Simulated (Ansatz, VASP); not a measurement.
**One calculation of Si, two programs**

```
Si
1.0
     0.00000    2.77976    2.77976
     2.77976    0.00000    2.77976
     2.77976    2.77976    0.00000
Si
2
Direct
  0.00000 0.00000 0.00000
  0.25000 0.25000 0.25000
```

Change from the starting cell: volume scaled by 1.05, PAW files.

Alike in both runs: task electric field gradients; functional PBE; k mesh 13 × 13 × 13; occupations fermi-dirac, width 0.05 eV; no spin polarisation.

|  | VASP | Ansatz |
| --- | --- | --- |
| version | VASP 6.6.1 | Ansatz 0.2.0 |
| potentials or method | VASP PAW PBE potentials, release 64 (Si) | PAW with Ansatz's default frozen-core files, scalar-relativistic |
| plane-wave cutoff (eV) | 520 | 420 |
| valence electrons in the cell | 8 | 8 |

```tsv
	VASP	Ansatz	Ansatz less VASP
pressure (GPa)	-3.9	-3.9	+0.07
```

The functional is the same, so the differences come from potentials, cutoffs and numerics.
